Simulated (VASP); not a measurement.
# C (P1) in VASP: relaxation of cell and atoms with PBE

Aim: the relaxation of cell and atoms of C with PBE.

All numbers are computed with VASP 6.6.1; they aren't measurements. Logs are shortened: lines on timing, memory, paths and dates and some standing lists are left out, and cuts for length are marked.

### Step 1. The cell of the first run

The typed cell holds 6 atoms: a = 2.510 Å, b = 3.209 Å, c = 4.988 Å, α = 105.74°, β = 92.13°, γ = 88.19°.

### Step 2. Relaxation of cell and atoms, PBE

File INCAR:

```
SYSTEM = C
ALGO = Normal
EDIFF = 1E-6
EDIFFG = -0.025
ENCUT = 600
GGA = PE
IBRION = 2
ISIF = 3
ISMEAR = 0
LASPH = .TRUE.
LCHARG = .FALSE.
LREAL = .FALSE.
LWAVE = .FALSE.
NELM = 60
NSW = 80
PREC = Accurate
SIGMA = 0.2
```

File KPOINTS:

```
k-points
0
G
  8 8 6
  0 0 0
```

File POSCAR:

```
C
1.0
    0.0203234909     -0.0502877864     -2.5090413451
   -1.2203026121     -2.9676181214     -0.0515563391
   -3.9258443926      3.0757095503      0.0922738977
C
6
Direct
    0.4504064662      0.0124478872      0.6641584500
    0.4205586913      0.4594130911      0.1703080658
    0.5834597439      0.4897834843      0.8444660886
    0.5219146527      0.9670964740      0.3829953995
   -0.0523461065      0.7605144322      0.7018319328
    0.0760065524      0.3107446312      0.2362400633
```

Potentials or basis: VASP PAW PBE potentials, release 64 (C).

Run with:

```console
$ cat potpaw_PBE.64/C/POTCAR > POTCAR
$ mpirun -np 1 vasp_std > vasp.out
```

OUTCAR:

```text
SYSTEM = C
   EDIFF = 1E-6
   EDIFFG = -0.025
   ENCUT = 600
   GGA = PE
   IBRION = 2
   ISIF = 3
   ISMEAR = 0
   LASPH = .TRUE.
   LREAL = .FALSE.
   NELM = 60
   NSW = 80
   PREC = Accurate

 ion  position               nearest neighbor table
   1  0.450  0.012  0.664-   4 1.39   5 1.50   5 1.56   3 1.59
   2  0.421  0.459  0.170-   6 1.10   4 1.71   3 1.72   6 1.74
   3  0.583  0.490  0.844-   1 1.59   5 1.59   2 1.72   5 1.99
   4  0.522  0.967  0.383-   1 1.39   2 1.71   6 1.82
   5  0.948  0.761  0.702-   1 1.50   1 1.56   3 1.59   3 1.99
   6  0.076  0.311  0.236-   2 1.10   2 1.74   4 1.82

  LATTYP: Found a triclinic cell.
 ALAT       =     4.1357425524
 B/A-ratio  =     0.6068142554
 C/A-ratio  =     1.6875231268
 COS(alpha) =     0.0023754216
 COS(beta)  =     0.5646180357
 COS(gamma) =     0.6312662145

  Lattice vectors:

 A1 = (   1.1999791212,   3.0179059078,   2.5605976842)
 A2 = (  -0.0203234909,   0.0502877864,   2.5090413451)
 A3 = (   6.3664496168,   2.8595266925,   0.0108387805)

Analysis of symmetry for initial positions (statically):
=====================================================================
 Subroutine PRICEL returns:
 Original cell was already a primitive cell.

 Routine SETGRP: Setting up the symmetry group for a
 triclinic supercell.

 Subroutine GETGRP returns: Found  1 space group operations
 (whereof  1 operations were pure point group operations)
 out of a pool of  2 trial point group operations.

The static configuration has the point symmetry C_1 .

Analysis of symmetry for dynamics (positions and initial velocities):
=====================================================================
 Subroutine PRICEL returns:
 Original cell was already a primitive cell.

 Routine SETGRP: Setting up the symmetry group for a
 triclinic supercell.

 Subroutine GETGRP returns: Found  1 space group operations
 (whereof  1 operations were pure point group operations)
 out of a pool of  2 trial point group operations.

The dynamic configuration has the point symmetry C_1 .

 Subroutine INISYM returns: Found  1 space group operations
 (whereof  1 operations are pure point group operations),
 and found     1 'primitive' translations

----------------------------------------------------------------------------------------

                                     Primitive cell

  volume of cell :      38.6303

  direct lattice vectors                    reciprocal lattice vectors
     0.020323491 -0.050287786 -2.509041345    -0.002983700  0.008154321 -0.398746200
    -1.220302612 -2.967618121 -0.051556339    -0.199647250 -0.254935091  0.003492407
    -3.925844393  3.075709550  0.092273898    -0.192679715  0.079285792 -0.003149821

  length of vectors
     2.509627538  3.209135995  4.988061538     0.398840729  0.323825758  0.208378576

  position of ions in fractional coordinates (direct lattice)
     0.450406466  0.012447887  0.664158450
     0.420558691  0.459413091  0.170308066
     0.583459744  0.489783484  0.844466089
     0.521914653  0.967096474  0.382995399
     0.947653893  0.760514432  0.701831933
     0.076006552  0.310744631  0.236240063

  ion indices of the primitive-cell ions
   primitive index   ion index
                 1           1
                 2           2
                 3           3
                 4           4
                 5           5
                 6           6

----------------------------------------------------------------------------------------

 KPOINTS: k-points

Automatic generation of k-mesh.
 Grid dimensions read from file:
 generate k-points for:    8    8    6

 Generating k-lattice:

  Cartesian coordinates                     Fractional coordinates (reciprocal lattice)
    -0.000372963  0.001019290 -0.049843275     0.125000000  0.000000000  0.000000000
    -0.024955906 -0.031866886  0.000436551     0.000000000  0.125000000 -0.000000000
    -0.032113286  0.013214299 -0.000524970     0.000000000 -0.000000000  0.166666667

  Length of vectors
     0.049855091  0.040478220  0.034729763

  Shift w.r.t. Gamma in fractional coordinates (k-lattice)
     0.000000000  0.000000000  0.000000000

 Subroutine IBZKPT returns following result:
 ===========================================

 Found    196 irreducible k-points:

 Following reciprocal coordinates:
            Coordinates               Weight
  0.000000  0.000000  0.000000      1.000000
  0.125000 -0.000000  0.000000      2.000000
  0.250000 -0.000000  0.000000      2.000000
  0.375000 -0.000000  0.000000      2.000000
  0.500000 -0.000000  0.000000      1.000000
 -0.000000  0.125000  0.000000      2.000000
[... 16 lines left out ...]
  0.125000  0.375000 -0.000000      2.000000
  0.250000  0.375000 -0.000000      2.000000
 [... further k-points ...]
   k-points           NKPTS =    196   k-points in BZ     NKDIM =    196   number of bands    NBANDS=     16
   number of dos      NEDOS =    301   number of ions     NIONS =      6
   total plane-waves  NPLWV =  22400
   dimension x,y,z NGX =    20 NGY =   28 NGZ =   40
   dimension x,y,z NGXF=    40 NGYF=   56 NGZF=   80
   ions per type =               6
   NGX,Y,Z   is equivalent  to a cutoff of  13.25, 14.51, 13.33 a.u.
   NGXF,Y,Z  is equivalent  to a cutoff of  26.50, 29.01, 26.66 a.u.
 SYSTEM =  C
   PREC   = accura    normal or accurate (medium, high low for compatibility)
   ISTART =      0    job   : 0-new  1-cont  2-samecut
   ICHARG =      2    charge: 1-file 2-atom 10-const
   ISPIN  =      1    spin polarized calculation?
   LNONCOLLINEAR =      F non collinear calculations
   LSORBIT =      F    spin-orbit coupling
   LASPH  =      T    aspherical Exc in radial PAW
   ENCUT  =  600.0 eV  44.10 Ry    6.64 a.u.   5.01  6.41  9.96*2*pi/ulx,y,z
   NELM   =     60;   NELMIN=  2; NELMDL= -5     # of ELM steps
   EDIFF  = 0.1E-05   stopping-criterion for ELM
   LREAL  =      F    real-space projection
   EDIFFG = -.3E-01   stopping-criterion for IOM
   NSW    =     80    number of steps for IOM
   IBRION =      2    ionic relax: 0-MD 1-quasi-New 2-CG
   NFREE  =      1    steps in history (QN), initial steepest desc. (CG)
   ISIF   =      3    stress and relaxation
   ISYM   =      2    0-nonsym 1-usesym 2-fastsym
   POTIM  = 0.5000    time-step for ionic-motion
   TEBEG  =    0.0;   TEEND  =   0.0 temperature during run
   PSTRESS=    0.0 pullay stress
   NELECT =      24.0000    total number of electrons
   NUPDOWN=      -1.0000    fix difference up-down
   EMIN   =  10.00;   EMAX   =-10.00  energy-range for DOS
   EFERMI =   0.00;   METHOD = LEGACY
   ISMEAR =     0;   SIGMA  =   0.20  broadening in eV -4-tet -1-fermi 0-gaus
   EFERMI_NEDOS =   21; number of points for ismear=-14 and -15
   IALGO  =     38    algorithm
   IMIX   =      4    mixing-type and parameters
     AMIX     =   0.40;   BMIX     =  1.00
     AMIX_MAG =   1.60;   BMIX_MAG =  1.00
  volume/ion in A,a.u.               =       6.44        43.45
  Fermi-wavevector in a.u.,A,eV,Ry     =   1.396912  2.639781 26.549907  1.951363
  Thomas-Fermi vector in A             =   2.520220
   LORBIT       =      0    0 simple, 1 ext, 2 COOP (PROOUT), +10 PAW based schemes
   GGA     = PE    functional components
   LHFCALC =     F    Hartree Fock is set to
   AEXX    =    0.0000 exact exchange contribution
   IVDW    =     0    specifies the selected vdW correction
   LEPSILON=     F    determine dielectric tensor
   LRPA    =     F    only Hartree local field effects (RPA)
 conjugate gradient relaxation of ions
 non-spin polarized calculation
 Gauss-broadening in eV      SIGMA  =   0.20
  energy-cutoff  :      600.00
  volume of cell :       38.63
 maximum number of plane-waves:      1307
   NGX = 11   NGY = 13   NGZ = 19

--------------------------------------- Ionic step        1  -------------------------------------------

 number of electron      24.0000002 magnetization

 Free energy of the ion-electron system (eV)
  ---------------------------------------------------
  ext. energy  EPLUGINS =         0.00000000
  ---------------------------------------------------
  free energy    TOTEN  =       -39.21657636 eV

  energy without entropy =      -39.17978612  energy(sigma->0) =      -39.19818124

------------------------ aborting loop because EDIFF is reached ----------------------------------------

  FORCE on cell =-STRESS in cart. coord.  units (eV):
  Direction    XX          YY          ZZ          XY          YZ          ZX
  --------------------------------------------------------------------------------------
  -------------------------------------------------------------------------------------
  Total        2.2795557     15.1787409     16.8260442     -3.5780756      7.8524146     -2.4757832
  in kB       94.5436135    629.5318979    697.8531099   -148.3991820    325.6755951   -102.6820686
  external PRESSURE =     473.9762071 kB  Pullay stress =       0.0000000 kB
[... 101 lines left out ...]
  FREE ENERGIE OF THE ION-ELECTRON SYSTEM (eV)
  ---------------------------------------------------
  free  energy   TOTEN  =       -44.6389739545 eV

  energy  without entropy=      -44.6049809026  energy(sigma->0) =      -44.62197743

[... ionic steps 4 to 30 ...]

--------------------------------------- Ionic step       31  -------------------------------------------

 number of electron      24.0000002 magnetization

------------------------ aborting loop because EDIFF is reached ----------------------------------------
[... 75 lines left out ...]
--------------------------------------- Ionic step       33  -------------------------------------------

 number of electron      24.0000002 magnetization

 Free energy of the ion-electron system (eV)
  ---------------------------------------------------
  ext. energy  EPLUGINS =         0.00000000
  ---------------------------------------------------
  free energy    TOTEN  =       -51.74226276 eV

  energy without entropy =      -51.73123283  energy(sigma->0) =      -51.73674779

 E-fermi :   8.9158     XC(G=0): -12.5234

 val. band max:        8.9052007146   @ k =   0.0000   0.3750   0.1667
 cond. band min:       8.9254418731   @ k =   0.0000   0.3750   0.5000
 fundamental gap:      0.0202411585
 Fermi energy:         8.9158381803

 k-point     1 :       0.0000    0.0000    0.0000
  band No.  band energies     occupation
      1     -12.7486      2.00000
      2      -7.4504      2.00000
      3      -6.3302      2.00000
      4      -1.8645      2.00000
      5      -1.5262      2.00000
      6      -0.0943      2.00000
[... 433 lines left out ...]
      3      -6.3752      2.00000
      4      -3.0718      2.00000
      5      -1.5255      2.00000
      6      -0.1738      2.00000
[... 8 lines left out ...]
     15      15.9481      0.00000
     16      16.2935      0.00000

 [... further k-points ...]

------------------------ aborting loop because EDIFF is reached ----------------------------------------

  FORCE on cell =-STRESS in cart. coord.  units (eV):
  Direction    XX          YY          ZZ          XY          YZ          ZX
  --------------------------------------------------------------------------------------
  -------------------------------------------------------------------------------------
  Total        0.0080835     -0.0202845      0.0154355      0.0345525     -0.0075115      0.0122174
  in kB        0.3390319     -0.8507605      0.6473868      1.4491778     -0.3150414      0.5124156
  external PRESSURE =       0.0452194 kB  Pullay stress =       0.0000000 kB
[... 21 lines left out ...]
  FREE ENERGIE OF THE ION-ELECTRON SYSTEM (eV)
  ---------------------------------------------------
  free  energy   TOTEN  =       -51.7422627579 eV

  energy  without entropy=      -51.7312328321  energy(sigma->0) =      -51.73674779

 reached required accuracy - stopping structural energy minimisation
```

Wall time 33 min (1 thread of Intel Xeon Platinum 8488C (Sapphire Rapids), shared host); peak memory 0.24 GiB.

Results:

| Item | Value |
| --- | --- |
| Free energy | -51.7423 eV |
| Relaxed volume | 6.37 Å³/atom |
| Relaxed cell | a = 2.603 Å, b = 3.276 Å, c = 5.112 Å, α = 111.80°, β = 108.58°, γ = 78.62° |
| Space group after relaxing (to 0.1 Å) | C2/m (No. 12) |
| Pressure after relaxing | 0.0 GPa |
| Largest force after relaxing | 0.014 eV/Å |
| Band gap on the k mesh | zero (bands 12 and 13 overlap by 0.79 eV) |

Forces in eV/Å, atoms in the order of the input:
```
C    0.001 -0.001  0.011
C    0.000 -0.008 -0.012
C    0.004  0.005  0.003
C    0.004 -0.004 -0.001
C   -0.009  0.011  0.003
C    0.001 -0.005 -0.003
```

Final structure:
```cif
data_structure
_symmetry_space_group_name_H-M 'P 1'
_symmetry_Int_Tables_number 1
_cell_length_a 2.6027
_cell_length_b 3.2757
_cell_length_c 5.1119
_cell_angle_alpha 111.802
_cell_angle_beta 108.580
_cell_angle_gamma 78.617
_cell_volume 38.20
loop_
_atom_site_label
_atom_site_type_symbol
_atom_site_fract_x
_atom_site_fract_y
_atom_site_fract_z
_atom_site_occupancy
C1 C 0.55102 0.96751 0.65186 1
C2 C 0.57273 0.57300 0.14651 1
C3 C 0.42706 0.42701 0.85350 1
C4 C 0.44914 0.03251 0.34820 1
C5 C 0.10156 0.68465 0.65179 1
C6 C 0.89849 0.31533 0.34814 1
```
